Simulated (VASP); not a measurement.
# PtS2 in VASP: further runs

The runs below take PtS2 through single point, with PBE+D3(BJ).

Program: VASP 6.6.1. These are calculated values, not measurements. Logs are shortened: lines on timing, memory, paths and dates and some standing lists are left out, and cuts for length are marked.

## (1) The cell of the first run

The cell holds a slab with vacuum, 6 atoms: a = 3.542 Å, b = 3.542 Å, c = 22.467 Å, α = 90.00°, β = 90.00°, γ = 120.00°.

## (2) Single point, PBE+D3(BJ) (layers slid over each other)

Contents of INCAR:

```
PREC = Accurate
ENCUT = 520
EDIFF = 1E-6
ISMEAR = 0
SIGMA = 0.05
LREAL = False
LASPH = True
NELM = 100
ALGO = Normal
ISIF = 2
LWAVE = False
LCHARG = False
LDIPOL = True
IDIPOL = 3
DIPOL = 0.5 0.5 0.376
GGA = PE
IVDW = 12
NBANDS = 31
```

Contents of KPOINTS:

```
regular mesh
0
Gamma
  9 9 1
```

Contents of POSCAR:

```
PtS2
1.0
    3.5415278079      0.0000000000      0.0000000000
   -1.7707639039      3.0670530498      0.0000000000
    0.0000000000      0.0000000000     22.4670615492
S Pt
4 2
Direct
    0.6666666667      0.3333333333      0.2002932155
    0.3333333333      0.6666666667      0.3108341854
    1.0000000000      0.0000000000      0.4416924195
    1.3333333333     -0.3333333333      0.5522333894
    0.0000000000      0.0000000000      0.2555637004
    1.6666666667      0.3333333333      0.4969629044
```

Potentials or basis: VASP PAW PBE potentials, release 64 (S, Pt).

On the command line:

```sh
$ cat potpaw_PBE.64/S/POTCAR potpaw_PBE.64/Pt/POTCAR > POTCAR
$ mpirun -np 1 vasp_std > vasp.out
```

OUTCAR:

```text
PREC = Accurate
   ENCUT = 520
   EDIFF = 1E-6
   ISMEAR = 0
   LREAL = False
   LASPH = True
   NELM = 100
   ISIF = 2
   GGA = PE
   IVDW = 12
 IVDW          = 12

 ion  position               nearest neighbor table
   1  0.667  0.333  0.200-   5 2.39   5 2.39   5 2.39
   2  0.333  0.667  0.311-   5 2.39   5 2.39   5 2.39
   3  0.000  0.000  0.442-   6 2.39   6 2.39   6 2.39
   4  0.333  0.667  0.552-   6 2.39   6 2.39   6 2.39
   5  0.000  0.000  0.256-   1 2.39   1 2.39   1 2.39   2 2.39   2 2.39   2 2.39
   6  0.667  0.333  0.497-   3 2.39   3 2.39   3 2.39   4 2.39   4 2.39   4 2.39

  LATTYP: Found a hexagonal cell.
 ALAT       =     3.5415278079
 C/A-ratio  =     6.3438896340

  Lattice vectors:

 A1 = (   3.5415278079,   0.0000000000,   0.0000000000)
 A2 = (  -1.7707639039,   3.0670530498,   0.0000000000)
 A3 = (   0.0000000000,   0.0000000000,  22.4670615492)

Analysis of symmetry for initial positions (statically):
=====================================================================
 Subroutine PRICEL returns:
 Original cell was already a primitive cell.

 Routine SETGRP: Setting up the symmetry group for a
 hexagonal supercell.

 Subroutine GETGRP returns: Found  6 space group operations
 (whereof  6 operations were pure point group operations)
 out of a pool of 24 trial point group operations.

The static configuration has the point symmetry C_3v.

Analysis of symmetry for dynamics (positions and initial velocities):
=====================================================================
 Subroutine PRICEL returns:
 Original cell was already a primitive cell.

 Routine SETGRP: Setting up the symmetry group for a
 hexagonal supercell.

 Subroutine GETGRP returns: Found  6 space group operations
 (whereof  6 operations were pure point group operations)
 out of a pool of 24 trial point group operations.

The dynamic configuration has the point symmetry C_3v.

 Subroutine INISYM returns: Found  6 space group operations
 (whereof  6 operations are pure point group operations),
 and found     1 'primitive' translations

----------------------------------------------------------------------------------------

                                     Primitive cell

  volume of cell :     244.0384

  direct lattice vectors                    reciprocal lattice vectors
     3.541527808  0.000000000  0.000000000     0.282364012  0.163022938  0.000000000
    -1.770763904  3.067053050  0.000000000     0.000000000  0.326045877  0.000000000
     0.000000000  0.000000000 22.467061549     0.000000000  0.000000000  0.044509603

  length of vectors
     3.541527808  3.541527808 22.467061549     0.326045877  0.326045877  0.044509603

  position of ions in fractional coordinates (direct lattice)
     0.666666667  0.333333333  0.200293215
     0.333333333  0.666666667  0.310834185
     0.000000000  0.000000000  0.441692420
     0.333333333  0.666666667  0.552233389
     0.000000000  0.000000000  0.255563700
     0.666666667  0.333333333  0.496962904

  ion indices of the primitive-cell ions
   primitive index   ion index
                 1           1
                 2           2
                 3           3
                 4           4
                 5           5
                 6           6

----------------------------------------------------------------------------------------

 KPOINTS: regular mesh

Automatic generation of k-mesh.
 Grid dimensions read from file:
 generate k-points for:    9    9    1

 Generating k-lattice:

  Cartesian coordinates                     Fractional coordinates (reciprocal lattice)
     0.031373779  0.018113660  0.000000000     0.111111111 -0.000000000  0.000000000
     0.000000000  0.036227320  0.000000000     0.000000000  0.111111111  0.000000000
     0.000000000  0.000000000  0.044509603     0.000000000  0.000000000  1.000000000

  Length of vectors
     0.036227320  0.036227320  0.044509603

  Shift w.r.t. Gamma in fractional coordinates (k-lattice)
     0.000000000  0.000000000  0.000000000

 Subroutine IBZKPT returns following result:
 ===========================================

 Found     12 irreducible k-points:

 Following reciprocal coordinates:
            Coordinates               Weight
  0.000000  0.000000  0.000000      1.000000
  0.111111 -0.000000  0.000000      6.000000
  0.222222  0.000000  0.000000      6.000000
  0.333333 -0.000000  0.000000      6.000000
  0.444444  0.000000  0.000000      6.000000
  0.111111  0.111111  0.000000      6.000000
  0.222222  0.111111  0.000000     12.000000
  0.333333  0.111111  0.000000     12.000000
  0.444444  0.111111  0.000000      6.000000
  0.222222  0.222222  0.000000      6.000000
  0.333333  0.222222  0.000000     12.000000
  0.333333  0.333333  0.000000      2.000000
   k-points           NKPTS =     12   k-points in BZ     NKDIM =     12   number of bands    NBANDS=     31
   number of dos      NEDOS =    301   number of ions     NIONS =      6
   total plane-waves  NPLWV = 131712
   dimension x,y,z NGX =    28 NGY =   28 NGZ =  168
   dimension x,y,z NGXF=    56 NGYF=   56 NGZF=  336
   ions per type =               4   2
   NGX,Y,Z   is equivalent  to a cutoff of  13.14, 13.14, 12.43 a.u.
   NGXF,Y,Z  is equivalent  to a cutoff of  26.29, 26.29, 24.86 a.u.
 SYSTEM =  unknown system
   PREC   = accura    normal or accurate (medium, high low for compatibility)
   ISTART =      0    job   : 0-new  1-cont  2-samecut
   ICHARG =      2    charge: 1-file 2-atom 10-const
   ISPIN  =      1    spin polarized calculation?
   LNONCOLLINEAR =      F non collinear calculations
   LSORBIT =      F    spin-orbit coupling
   LASPH  =      T    aspherical Exc in radial PAW
   ENCUT  =  520.0 eV  38.22 Ry    6.18 a.u.   6.58  6.58 41.77*2*pi/ulx,y,z
   NELM   =    100;   NELMIN=  2; NELMDL= -5     # of ELM steps
   EDIFF  = 0.1E-05   stopping-criterion for ELM
   LREAL  =      F    real-space projection
   EDIFFG = 0.1E-04   stopping-criterion for IOM
   NSW    =      0    number of steps for IOM
   IBRION =     -1    ionic relax: 0-MD 1-quasi-New 2-CG
   NFREE  =      0    steps in history (QN), initial steepest desc. (CG)
   ISIF   =      2    stress and relaxation
   ISYM   =      2    0-nonsym 1-usesym 2-fastsym
   POTIM  = 0.5000    time-step for ionic-motion
   TEBEG  =    0.0;   TEEND  =   0.0 temperature during run
   PSTRESS=    0.0 pullay stress
   NELECT =      44.0000    total number of electrons
   NUPDOWN=      -1.0000    fix difference up-down
   EMIN   =  10.00;   EMAX   =-10.00  energy-range for DOS
   EFERMI =   0.00;   METHOD = LEGACY
   ISMEAR =     0;   SIGMA  =   0.05  broadening in eV -4-tet -1-fermi 0-gaus
   EFERMI_NEDOS =   21; number of points for ismear=-14 and -15
   IALGO  =     38    algorithm
   IMIX   =      4    mixing-type and parameters
     AMIX     =   0.40;   BMIX     =  1.00
     AMIX_MAG =   1.60;   BMIX_MAG =  1.00
  volume/ion in A,a.u.               =      40.67       274.48
  Fermi-wavevector in a.u.,A,eV,Ry     =   0.924854  1.747720 11.637800  0.855354
  Thomas-Fermi vector in A             =   2.050645
   LORBIT       =      0    0 simple, 1 ext, 2 COOP (PROOUT), +10 PAW based schemes
   GGA     = PE    functional components
   LHFCALC =     F    Hartree Fock is set to
   AEXX    =    0.0000 exact exchange contribution
   IVDW    =    12    specifies the selected vdW correction
   LEPSILON=     F    determine dielectric tensor
   LRPA    =     F    only Hartree local field effects (RPA)
 non-spin polarized calculation
 Gauss-broadening in eV      SIGMA  =   0.05
  energy-cutoff  :      520.00
  volume of cell :      244.04
 maximum number of plane-waves:      6671
 NGX is ok and might be reduce to    28
   NGX = 13   NGY = 13   NGZ = 83

 dipolmoment           0.000000      0.000000     -0.000000 electrons x Angstroem

 number of electron      44.0000001 magnetization

 dipolmoment           0.000000      0.000000      0.005204 electrons x Angstroem

 Free energy of the ion-electron system (eV)
  ---------------------------------------------------
  ext. energy  EPLUGINS =         0.00000000
  ---------------------------------------------------
  free energy    TOTEN  =       -30.87522583 eV

  energy without entropy =      -30.87522583  energy(sigma->0) =      -30.87522583

 E-fermi :  -0.1544     XC(G=0):  -5.3931

 val. band max:       -0.4423391230   @ k =   0.1111  -0.0000   0.0000
 cond. band min:       0.8501973287   @ k =   0.2222   0.0000   0.0000
 fundamental gap:      1.2925364517
 Fermi energy:        -0.1544356148

 k-point     1 :       0.0000    0.0000    0.0000
  band No.  band energies     occupation
      1     -14.9730      2.00000
      2     -14.8363      2.00000
      3     -12.8306      2.00000
      4     -12.5815      2.00000
      5      -6.4337      2.00000
      6      -6.4337      2.00000
[... 23 lines left out ...]
     30       5.3268      0.00000
     31       5.6191      0.00000

 k-point     2 :       0.1111   -0.0000    0.0000
  band No.  band energies     occupation
      1     -14.8186      2.00000
      2     -14.6823      2.00000
      3     -12.8517      2.00000
      4     -12.6227      2.00000
      5      -6.4692      2.00000
      6      -6.3608      2.00000
[... 23 lines left out ...]
     30       5.9344      0.00000
     31       6.0131      0.00000

 k-point     3 :       0.2222    0.0000    0.0000
  band No.  band energies     occupation
      1     -14.3902      2.00000
      2     -14.2566      2.00000
      3     -12.9069      2.00000
      4     -12.7265      2.00000
      5      -6.4479      2.00000
      6      -6.2438      2.00000
[... 295 lines left out ...]
     30       7.6091      0.00000
     31       7.9739      0.00000

 k-point    12 :       0.3333    0.3333    0.0000
  band No.  band energies     occupation
      1     -13.0365      2.00000
      2     -12.9990      2.00000
      3     -12.9583      2.00000
      4     -12.9171      2.00000
      5      -6.2826      2.00000
      6      -6.2232      2.00000
[... 23 lines left out ...]
     30       7.9114      0.00000
     31       8.0648      0.00000

------------------------ aborting loop because EDIFF is reached ----------------------------------------

 vacuum level on the upper side and lower side of the slab       (xc-potential included)        -0.188        -0.250

 Edisp (eV)   -1.98877

 E8    (eV) :    -0.8244

  FORCE on cell =-STRESS in cart. coord.  units (eV):
  Direction    XX          YY          ZZ          XY          YZ          ZX
  --------------------------------------------------------------------------------------
  -------------------------------------------------------------------------------------
  Total      -0.40849    -0.40849    -0.79899    -0.00000    -0.00000    -0.00000
  in kB      -2.68182    -2.68182    -5.24558    -0.00000    -0.00000    -0.00000
  external pressure =       -3.54 kB  Pullay stress =        0.00 kB

 VOLUME and BASIS-vectors are now :
 -----------------------------------------------------------------------------
  energy-cutoff  :      520.00
  volume of cell :      244.04
      direct lattice vectors                 reciprocal lattice vectors
     3.541527808  0.000000000  0.000000000     0.282364012  0.163022938  0.000000000
    -1.770763904  3.067053050  0.000000000     0.000000000  0.326045877  0.000000000
     0.000000000  0.000000000 22.467061549     0.000000000  0.000000000  0.044509603

 POSITION                                       TOTAL-FORCE (eV/Angst)
 -----------------------------------------------------------------------------------
      1.77076      1.02235      4.50000        -0.000000      0.000000      0.035057
     -0.00000      2.04470      6.98353        -0.000000      0.000000     -0.026301
      0.00000      0.00000      9.92353         0.000000      0.000000      0.057137
     -0.00000      2.04470     12.40706         0.000000     -0.000000     -0.028524
      0.00000      0.00000      5.74177         0.000000     -0.000000      0.091596
      1.77076      1.02235     11.16530         0.000000      0.000000     -0.128964
 -----------------------------------------------------------------------------------
    total drift:                                0.000000      0.000000      0.000217

  FREE ENERGIE OF THE ION-ELECTRON SYSTEM (eV)
  ---------------------------------------------------
  free  energy   TOTEN  =       -32.8639915681 eV

  energy  without entropy=      -32.8639915681  energy(sigma->0) =      -32.86399157

 vacuum level on the upper side and lower side of the slab         5.308         5.243
```

Run time: 4.2 min. Hardware: 1 thread of Intel Xeon 8259CL, shared host; peak memory 0.39 GiB.

What came out:

| Property | Result |
| --- | --- |
| Free energy | -32.8640 eV |
| Largest force | 0.129 eV/Å |
| Band gap on the k mesh | 1.29 eV (least direct gap 1.47 eV) |
| Dispersion energy per atom | -0.331 eV |

Forces on the atoms (eV/Å):
```
S    0.000  0.000  0.035
S    0.000  0.000 -0.026
S    0.000  0.000  0.057
S    0.000  0.000 -0.029
Pt   0.000  0.000  0.092
Pt   0.000  0.000 -0.129
```

Levels at points of the mesh, in eV from the valence-band top:
| k point | band 19 | band 20 | band 21 | band 22 | band 23 | band 24 | band 25 | band 26 |
| --- | --- | --- | --- | --- | --- | --- | --- | --- |
| (0.00, 0.00, 0.00) | -0.72 | -0.61 | -0.61 | -0.38 | 2.74 | 2.74 | 2.89 | 2.89 |

Caveat: the cell differs from its parent crystal (layers slid over each other); spin-orbit coupling is left out, which moves the levels of the heavy elements.

## (3) Single point, PBE+D3(BJ) (layers slid over each other)

Contents of INCAR:

```
SYSTEM = PtS2
PREC     = Accurate       ! precision mode
ENCUT    = 520            ! plane-wave cutoff, eV
EDIFF    = 1E-6           ! SCF threshold, eV
ISMEAR   = 0              ! smearing method
SIGMA    = 0.05           ! smearing width, eV
LREAL    = .False.        ! projectors in reciprocal space
LASPH    = .True.         ! aspherical terms in the spheres
NELM     = 100            ! most SCF steps
ALGO     = Normal         ! electronic algorithm
ISIF     = 2              ! what is computed and relaxed
LWAVE    = .False.        ! write WAVECAR
LCHARG   = .False.        ! write CHGCAR
LDIPOL   = .True.       
IDIPOL   = 3            
DIPOL    = 0.5 0.5 0.388
GGA      = PE             ! functional
IVDW     = 12             ! dispersion correction
NBANDS   = 31             ! bands
```

Contents of KPOINTS:

```
regular mesh
0
Gamma
  9 9 1
  0 0 0
```

Contents of POSCAR:

```
PtS2
1.0
    3.5415278079      0.0000000000      0.0000000000
   -1.7707639039      3.0670530498      0.0000000000
    0.0000000000      0.0000000000     22.4670615492
S Pt
4 2
Direct
    0.6666666667      0.3333333333      0.2002932155
    0.3333333333      0.6666666667      0.3108341854
    1.0000000000      0.0000000000      0.4648374133
    1.3333333333     -0.3333333333      0.5753783832
    0.0000000000      0.0000000000      0.2555637004
    1.6666666667      0.3333333333      0.5201078982
```

Potentials or basis: VASP PAW PBE potentials, release 64 (S, Pt).

On the command line:

```sh
$ cat potpaw_PBE.64/S/POTCAR potpaw_PBE.64/Pt/POTCAR > POTCAR
$ mpirun -np 1 vasp_std > vasp.out
```

OUTCAR:

```text
SYSTEM = PtS2
   PREC = Accurate
   ENCUT = 520
   EDIFF = 1E-6
   ISMEAR = 0
   LREAL = .False.
   LASPH = .True.
   NELM = 100
   ISIF = 2
   GGA = PE
   IVDW = 12
 IVDW          = 12

 ion  position               nearest neighbor table
   1  0.667  0.333  0.200-   5 2.39   5 2.39   5 2.39
   2  0.333  0.667  0.311-   5 2.39   5 2.39   5 2.39
   3  0.000  0.000  0.465-   6 2.39   6 2.39   6 2.39
   4  0.333  0.667  0.575-   6 2.39   6 2.39   6 2.39
   5  0.000  0.000  0.256-   1 2.39   1 2.39   1 2.39   2 2.39   2 2.39   2 2.39
[... 612 lines left out ...]
  -------------------------------------------------------------------------------------
  Total      -0.49145    -0.49145    -0.92921    -0.00000     0.00000    -0.00000
  in kB      -3.22650    -3.22650    -6.10048    -0.00000     0.00000    -0.00000
  external pressure =       -4.18 kB  Pullay stress =        0.00 kB

 VOLUME and BASIS-vectors are now :
 -----------------------------------------------------------------------------
  energy-cutoff  :      520.00
  volume of cell :      244.04
      direct lattice vectors                 reciprocal lattice vectors
     3.541527808  0.000000000  0.000000000     0.282364012  0.163022938  0.000000000
    -1.770763904  3.067053050  0.000000000     0.000000000  0.326045877  0.000000000
     0.000000000  0.000000000 22.467061549     0.000000000  0.000000000  0.044509603

 POSITION                                       TOTAL-FORCE (eV/Angst)
 -----------------------------------------------------------------------------------
      1.77076      1.02235      4.50000        -0.000000      0.000000      0.042971
     -0.00000      2.04470      6.98353        -0.000000      0.000000      0.028340
      0.00000      0.00000     10.44353        -0.000000      0.000000     -0.020826
     -0.00000      2.04470     12.92706        -0.000000      0.000000     -0.039936
      0.00000      0.00000      5.74177        -0.000000      0.000000      0.069438
      1.77076      1.02235     11.68530         0.000000     -0.000000     -0.079987
 -----------------------------------------------------------------------------------
    total drift:                               -0.000000      0.000000      0.000160

  FREE ENERGIE OF THE ION-ELECTRON SYSTEM (eV)
  ---------------------------------------------------
  free  energy   TOTEN  =       -32.7958560591 eV

  energy  without entropy=      -32.7958560591  energy(sigma->0) =      -32.79585606

 vacuum level on the upper side and lower side of the slab         5.308         5.287
```

Run time: 3.7 min. Hardware: 1 thread of Intel Xeon 8259CL, shared host; peak memory 0.39 GiB.

What came out:

- Free energy: -32.7959 eV
- Largest force: 0.080 eV/Å
- Band gap on the k mesh: 1.50 eV (least direct gap 1.62 eV)
- Dispersion energy per atom: -0.315 eV

Forces on the atoms (eV/Å):
```
S    0.000  0.000  0.043
S    0.000  0.000  0.028
S    0.000  0.000 -0.021
S    0.000  0.000 -0.040
Pt   0.000  0.000  0.069
Pt   0.000  0.000 -0.080
```

Levels at points of the mesh, in eV from the valence-band top:
```
           k point  band 18  band 19  band 20  band 21  band 22  band 23  band 24  band 25  band 26  band 27
(0.00, 0.00, 0.00)    -0.49    -0.47    -0.47    -0.43    -0.43     3.00     3.00     3.05     3.05     5.26
```

Caveat: the cell differs from its parent crystal (layers slid over each other); spin-orbit coupling is left out, which moves the levels of the heavy elements.

## (4) Single point, PBE+D3(BJ) (layers slid over each other)

Contents of INCAR:

```
SYSTEM = PtS2
PREC = Accurate
ENCUT = 520
EDIFF = 1E-7
ISMEAR = 0
SIGMA = 0.05
LREAL = .False.
LASPH = .True.
NELM = 100
ALGO = Normal
ISIF = 2
LWAVE = .False.
LCHARG = .False.
LDIPOL = .True.
IDIPOL = 3
DIPOL = 0.5 0.5 0.403
GGA = PE
IVDW = 12
NBANDS = 31
```

Contents of KPOINTS:

```
Automatic mesh
0
Gamma
  9 9 1
  0 0 0
```

Contents of POSCAR:

```
PtS2
1.0
    3.5415278079      0.0000000000      0.0000000000
   -1.7707639039      3.0670530498      0.0000000000
    0.0000000000      0.0000000000     22.4670615492
S Pt
4 2
Direct
    0.6666666667      0.3333333333      0.2002932155
    0.3333333333      0.6666666667      0.3108341854
    1.0000000000      0.0000000000      0.4951039436
    1.3333333333     -0.3333333333      0.6056449135
    0.0000000000      0.0000000000      0.2555637004
    1.6666666667      0.3333333333      0.5503744286
```

On the command line:

```sh
$ cat potpaw_PBE.64/S/POTCAR potpaw_PBE.64/Pt/POTCAR > POTCAR
$ mpirun -np 1 vasp_std > vasp.out
```

Run time: 4.9 min. Hardware: 1 thread of Intel Xeon 8259CL, shared host; peak memory 0.39 GiB.

The run converged. Its results:

| Item | Value |
| --- | --- |
| Free energy | -32.7115 eV |
| Largest force | 0.044 eV/Å |
| Band gap on the k mesh | 1.69 eV (least direct gap 1.77 eV) |
| Dispersion energy per atom | -0.300 eV |

Forces in eV/Å, atoms in the order of the input:
```
S    0.000  0.000  0.044
S    0.000  0.000  0.019
S    0.000  0.000 -0.018
S    0.000  0.000 -0.044
Pt   0.000  0.000  0.039
Pt   0.000  0.000 -0.041
```

Levels at points of the mesh, in eV from the valence-band top:
| k point | band 19 | band 20 | band 21 | band 22 | band 23 | band 24 | band 25 | band 26 |
| --- | --- | --- | --- | --- | --- | --- | --- | --- |
| (0.00, 0.00, 0.00) | -0.30 | -0.30 | -0.29 | -0.29 | 3.18 | 3.18 | 3.19 | 3.19 |

Caveat: the cell differs from its parent crystal (layers slid over each other); spin-orbit coupling is left out, which moves the levels of the heavy elements.

[end of part 1 of 2]
